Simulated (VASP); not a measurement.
# PbS in VASP: single point with PBEsol

Aim: the single point of PbS with PBEsol.

Program: VASP 6.6.1. These are calculated values, not measurements. Logs are shortened: lines on timing, memory, paths and dates and some standing lists are left out, and cuts for length are marked.

**1. The cell of the first run**

The cell holds a slab with vacuum, 4 atoms: a = 4.227 Å, b = 4.227 Å, c = 24.194 Å, α = 90.00°, β = 90.00°, γ = 59.98°.

**2. Single point, PBEsol**

Contents of INCAR:

```
PREC     = Accurate       # precision mode
ENCUT    = 400            # plane-wave cutoff, eV
EDIFF    = 1E-6           # SCF threshold, eV
ISMEAR   = -1             # smearing method
SIGMA    = 0.02           # smearing width, eV
LREAL    = F              # projectors in reciprocal space
LASPH    = T              # aspherical terms in the spheres
NELM     = 120            # most SCF steps
ALGO     = Normal         # electronic algorithm
ISIF     = 2              # what is computed and relaxed
LWAVE    = F              # write WAVECAR
LCHARG   = F              # write CHGCAR
LDIPOL   = T            
IDIPOL   = 3            
DIPOL    = 0.5 0.5 0.500
GGA      = PS             # functional
NBANDS   = 28             # bands
GGA_COMPAT= F            
NELMDL   = -8
```

Contents of KPOINTS:

```
regular mesh
0
Gamma
  4 4 1
```

Contents of POSCAR:

```
PbS
1.0
    4.2269190000      0.0000000000      0.0000000000
    2.1150546290      3.6596978221      0.0000000000
    0.0000000000      0.0000000000     24.1943482524
Pb S
2 2
Direct
    0.3075857542      0.3075857542      0.4647436236
    0.6410867671      0.6410867671      0.6073463149
    0.6334609872      0.6334609872      0.3926536851
    0.9669620001      0.9669620001      0.5352563764
```

Potentials or basis: VASP PAW PBE potentials, release 64 (Pb_d, S).

Launch:

```console
> cat potpaw_PBE.64/Pb_d/POTCAR potpaw_PBE.64/S/POTCAR > POTCAR
> mpirun -np 1 vasp_std > vasp.out
```

OUTCAR:

```text
PREC = Accurate
   ENCUT = 400
   EDIFF = 1E-6
   ISMEAR = -1
   LREAL = F
   LASPH = T
   NELM = 120
   ISIF = 2
   GGA = PS
   NELMDL = -8

 ion  position               nearest neighbor table
   1  0.308  0.308  0.465-   3 2.96   4 2.96   4 2.96   3 3.02   3 3.02   4 3.02
   2  0.641  0.641  0.607-   4 2.96   4 3.02   4 3.02
   3  0.633  0.633  0.393-   1 2.96   1 3.02   1 3.02
   4  0.967  0.967  0.535-   2 2.96   1 2.96   1 2.96   2 3.02   2 3.02   1 3.02

  LATTYP: Found a base centered orthorhombic cell.
 ALAT       =     4.2253235699
 B/A-ratio  =     1.7329227541
 C/A-ratio  =     5.7260344331

  Lattice vectors:

 A1 = (  -2.1150546290,  -3.6596978221,   0.0000000000)
 A2 = (   4.2269190000,   0.0000000000,   0.0000000000)
 A3 = (   0.0000000000,   0.0000000000,  24.1943482524)

Analysis of symmetry for initial positions (statically):
=====================================================================
 Subroutine PRICEL returns:
 Original cell was already a primitive cell.

 Routine SETGRP: Setting up the symmetry group for a
 base centered orthorhombic supercell.

 Subroutine GETGRP returns: Found  2 space group operations
 (whereof  2 operations were pure point group operations)
 out of a pool of  8 trial point group operations.

The static configuration has the point symmetry C_1h.

Analysis of symmetry for dynamics (positions and initial velocities):
=====================================================================
 Subroutine PRICEL returns:
 Original cell was already a primitive cell.

 Routine SETGRP: Setting up the symmetry group for a
 base centered orthorhombic supercell.

 Subroutine GETGRP returns: Found  2 space group operations
 (whereof  2 operations were pure point group operations)
 out of a pool of  8 trial point group operations.

The dynamic configuration has the point symmetry C_1h.

 Subroutine INISYM returns: Found  2 space group operations
 (whereof  2 operations are pure point group operations),
 and found     1 'primitive' translations

----------------------------------------------------------------------------------------

                                     Primitive cell

  volume of cell :     374.2683

  direct lattice vectors                    reciprocal lattice vectors
     4.226919000  0.000000000  0.000000000     0.236578936 -0.136726418  0.000000000
     2.115054629  3.659697822  0.000000000     0.000000000  0.273246604  0.000000000
     0.000000000  0.000000000 24.194348252     0.000000000  0.000000000  0.041331967

  length of vectors
     4.226919000  4.226919000 24.194348252     0.273246604  0.273246604  0.041331967

  position of ions in fractional coordinates (direct lattice)
     0.307585754  0.307585754  0.464743624
     0.641086767  0.641086767  0.607346315
     0.633460987  0.633460987  0.392653685
     0.966962000  0.966962000  0.535256376

  ion indices of the primitive-cell ions
   primitive index   ion index
                 1           1
                 2           2
                 3           3
                 4           4

----------------------------------------------------------------------------------------

 KPOINTS: regular mesh

Automatic generation of k-mesh.
 Grid dimensions read from file:
 generate k-points for:    4    4    1

 Generating k-lattice:

  Cartesian coordinates                     Fractional coordinates (reciprocal lattice)
     0.059144734 -0.034181604  0.000000000     0.250000000 -0.000000000  0.000000000
     0.000000000  0.068311651  0.000000000     0.000000000  0.250000000  0.000000000
     0.000000000  0.000000000  0.041331967     0.000000000  0.000000000  1.000000000

  Length of vectors
     0.068311651  0.068311651  0.041331967

  Shift w.r.t. Gamma in fractional coordinates (k-lattice)
     0.000000000  0.000000000  0.000000000

 Subroutine IBZKPT returns following result:
 ===========================================

 Found      7 irreducible k-points:

 Following reciprocal coordinates:
            Coordinates               Weight
  0.000000  0.000000  0.000000      1.000000
  0.250000  0.000000  0.000000      4.000000
  0.500000  0.000000  0.000000      2.000000
  0.250000  0.250000  0.000000      2.000000
  0.500000  0.250000  0.000000      4.000000
 -0.250000  0.250000  0.000000      2.000000
  0.500000  0.500000  0.000000      1.000000
   k-points           NKPTS =      7   k-points in BZ     NKDIM =      7   number of bands    NBANDS=     28
   number of dos      NEDOS =    301   number of ions     NIONS =      4
   total plane-waves  NPLWV = 125440
   dimension x,y,z NGX =    28 NGY =   28 NGZ =  160
   dimension x,y,z NGXF=    56 NGYF=   56 NGZF=  320
   ions per type =               2   2
   NGX,Y,Z   is equivalent  to a cutoff of  11.01, 11.01, 10.99 a.u.
   NGXF,Y,Z  is equivalent  to a cutoff of  22.02, 22.02, 21.99 a.u.
 SYSTEM =  unknown system
   PREC   = accura    normal or accurate (medium, high low for compatibility)
   ISTART =      0    job   : 0-new  1-cont  2-samecut
   ICHARG =      2    charge: 1-file 2-atom 10-const
   ISPIN  =      1    spin polarized calculation?
   LNONCOLLINEAR =      F non collinear calculations
   LSORBIT =      F    spin-orbit coupling
   LASPH  =      T    aspherical Exc in radial PAW
   ENCUT  =  400.0 eV  29.40 Ry    5.42 a.u.   6.89  6.89 39.45*2*pi/ulx,y,z
   NELM   =    120;   NELMIN=  2; NELMDL= -8     # of ELM steps
   EDIFF  = 0.1E-05   stopping-criterion for ELM
   LREAL  =      F    real-space projection
   EDIFFG = 0.1E-04   stopping-criterion for IOM
   NSW    =      0    number of steps for IOM
   IBRION =     -1    ionic relax: 0-MD 1-quasi-New 2-CG
   NFREE  =      0    steps in history (QN), initial steepest desc. (CG)
   ISIF   =      2    stress and relaxation
   ISYM   =      2    0-nonsym 1-usesym 2-fastsym
   POTIM  = 0.5000    time-step for ionic-motion
   TEBEG  =    0.0;   TEEND  =   0.0 temperature during run
   PSTRESS=    0.0 pullay stress
   NELECT =      40.0000    total number of electrons
   NUPDOWN=      -1.0000    fix difference up-down
   EMIN   =  10.00;   EMAX   =-10.00  energy-range for DOS
   EFERMI =   0.00;   METHOD = LEGACY
   ISMEAR =    -1;   SIGMA  =   0.02  broadening in eV -4-tet -1-fermi 0-gaus
   EFERMI_NEDOS =   21; number of points for ismear=-14 and -15
   IALGO  =     38    algorithm
   IMIX   =      4    mixing-type and parameters
     AMIX     =   0.40;   BMIX     =  1.00
     AMIX_MAG =   1.60;   BMIX_MAG =  1.00
  volume/ion in A,a.u.               =      93.57       631.42
  Fermi-wavevector in a.u.,A,eV,Ry     =   0.776904  1.468135  8.212194  0.603579
  Thomas-Fermi vector in A             =   1.879479
   LORBIT       =      0    0 simple, 1 ext, 2 COOP (PROOUT), +10 PAW based schemes
   GGA     = PS    functional components
   LHFCALC =     F    Hartree Fock is set to
   AEXX    =    0.0000 exact exchange contribution
   IVDW    =     0    specifies the selected vdW correction
   LEPSILON=     F    determine dielectric tensor
   LRPA    =     F    only Hartree local field effects (RPA)
 non-spin polarized calculation
  energy-cutoff  :      400.00
  volume of cell :      374.27
 maximum number of plane-waves:      6818
   NGX = 13   NGY = 13   NGZ = 79

 dipolmoment           0.000000      0.000000      0.000006 electrons x Angstroem

 number of electron      39.9999991 magnetization

 dipolmoment           0.000000      0.000000     -0.309430 electrons x Angstroem

 Free energy of the ion-electron system (eV)
  ---------------------------------------------------
  ext. energy  EPLUGINS =         0.00000000
  ---------------------------------------------------
  free energy    TOTEN  =       -16.57346595 eV

  energy without entropy =      -16.57164695  energy(sigma->0) =      -16.57255645

 E-fermi :  -2.0696     XC(G=0):  -3.4812

 val. band max:       -2.1141159517   @ k =   0.0000   0.0000   0.0000
 cond. band min:      -2.0099468930   @ k =   0.5000   0.0000   0.0000
 fundamental gap:      0.1041690587
 Fermi energy:        -2.0695694430

 k-point     1 :       0.0000    0.0000    0.0000
  band No.  band energies     occupation
      1     -19.5827      2.00000
      2     -19.5826      2.00000
      3     -19.5688      2.00000
      4     -19.5506      2.00000
      5     -19.5484      2.00000
      6     -18.2279      2.00000
[... 20 lines left out ...]
     27       2.2630      0.00000
     28       2.3112      0.00000

 k-point     2 :       0.2500    0.0000    0.0000
  band No.  band energies     occupation
      1     -19.5945      2.00000
      2     -19.5646      2.00000
      3     -19.5613      2.00000
      4     -19.5548      2.00000
      5     -19.5513      2.00000
      6     -18.2595      2.00000
[... 20 lines left out ...]
     27       2.2941      0.00000
     28       2.6974      0.00000

 k-point     3 :       0.5000    0.0000    0.0000
  band No.  band energies     occupation
      1     -19.6104      2.00000
      2     -19.5757      2.00000
      3     -19.5568      2.00000
      4     -19.5395      2.00000
      5     -19.5372      2.00000
      6     -18.2959      2.00000
[... 20 lines left out ...]
     27       2.7099      0.00000
     28       3.3915      0.00000

 k-point     4 :       0.2500    0.2500    0.0000
  band No.  band energies     occupation
      1     -19.5939      2.00000
      2     -19.5682      2.00000
      3     -19.5623      2.00000
      4     -19.5530      2.00000
      5     -19.5498      2.00000
      6     -18.2528      2.00000
[... 20 lines left out ...]
     27       2.2879      0.00000
     28       2.7120      0.00000

 k-point     5 :       0.5000    0.2500    0.0000
  band No.  band energies     occupation
      1     -19.5980      2.00000
      2     -19.5683      2.00000
      3     -19.5620      2.00000
      4     -19.5547      2.00000
      5     -19.5373      2.00000
      6     -18.2673      2.00000
[... 20 lines left out ...]
     27       2.7303      0.00000
     28       3.7549      0.00000

 k-point     6 :      -0.2500    0.2500    0.0000
  band No.  band energies     occupation
      1     -19.5978      2.00000
      2     -19.5645      2.00000
      3     -19.5628      2.00000
      4     -19.5554      2.00000
      5     -19.5393      2.00000
      6     -18.2757      2.00000
[... 20 lines left out ...]
     27       2.7220      0.00000
     28       3.7523      0.00000

 k-point     7 :       0.5000    0.5000    0.0000
  band No.  band energies     occupation
      1     -19.6100      2.00000
      2     -19.5801      2.00000
      3     -19.5564      2.00000
      4     -19.5376      2.00000
      5     -19.5367      2.00000
      6     -18.2870      2.00000
[... 20 lines left out ...]
     27       2.7353      0.00000
     28       3.4085      0.00000

------------------------ aborting loop because EDIFF is reached ----------------------------------------

 vacuum level on the upper side and lower side of the slab       (xc-potential included)        -1.958         1.584

  FORCE on cell =-STRESS in cart. coord.  units (eV):
  Direction    XX          YY          ZZ          XY          YZ          ZX
  --------------------------------------------------------------------------------------
  -------------------------------------------------------------------------------------
  Total       -5.3080903     -5.1765481     -5.2467007     -0.1138043      0.0009341      0.0016189
  in kB      -22.7230070    -22.1598979    -22.4602088     -0.4871764      0.0039988      0.0069304
  external PRESSURE =     -22.4477046 kB  Pullay stress =       0.0000000 kB

 VOLUME and BASIS-vectors are now :
 -----------------------------------------------------------------------------
  energy-cutoff  :      400.00
  volume of cell :      374.27
      direct lattice vectors                 reciprocal lattice vectors
     4.226919000  0.000000000  0.000000000     0.236578936 -0.136726418  0.000000000
     2.115054629  3.659697822  0.000000000     0.000000000  0.273246604  0.000000000
     0.000000000  0.000000000 24.194348252     0.000000000  0.000000000  0.041331967

 POSITION                                       TOTAL-FORCE (eV/Angst)
 -----------------------------------------------------------------------------------
      1.95070      1.12567     11.24417        -0.032932     -0.019003     -2.525685
      4.06576      2.34618     14.69435        -0.021268     -0.012273     -1.384726
      4.01739      2.31828      9.50000         0.005848      0.003375      2.065840
      6.13245      3.53879     12.95018         0.048351      0.027902      1.844571
 -----------------------------------------------------------------------------------
    total drift:                               -0.000494     -0.000285     -0.000046

  FREE ENERGIE OF THE ION-ELECTRON SYSTEM (eV)
  ---------------------------------------------------
  free  energy   TOTEN  =       -16.5734659486 eV

  energy  without entropy=      -16.5716469501  energy(sigma->0) =      -16.57255645

 vacuum level on the upper side and lower side of the slab         0.903         4.531
```

Run time: 2.5 min. Hardware: 1 thread of AMD EPYC 7R13, shared host; peak memory 0.32 GiB.

Results:

```yaml
Free_energy: -16.5735 eV
Largest_force: 2.526 eV/Å
Band_gap_on_the_k_mesh: 0.10 eV, indirect (least direct gap 0.47 eV)
```

Forces on the atoms (eV/Å):
```
Pb  -0.033 -0.019 -2.526
Pb  -0.021 -0.012 -1.385
S    0.006  0.003  2.066
S    0.048  0.028  1.845
```

Levels at points of the mesh, in eV from the valence-band top:
```
           k point  band 17  band 18  band 19  band 20  band 21  band 22  band 23  band 24
(0.00, 0.00, 0.00)    -1.86    -0.38    -0.09     0.00     0.47     2.34     2.41     2.52
(0.50, 0.00, 0.00)    -2.73    -1.50    -0.63    -0.56     0.10     1.69     2.10     3.43
(0.50, 0.50, 0.00)    -2.79    -1.46    -0.68    -0.54     0.17     1.78     2.07     3.38
```

Caveat: the k points lie up to 0.43 Å⁻¹ apart; the PAW data sets were made with another functional, which shifts forces and pressure a little; spin-orbit coupling is left out, which moves the levels of the heavy elements.
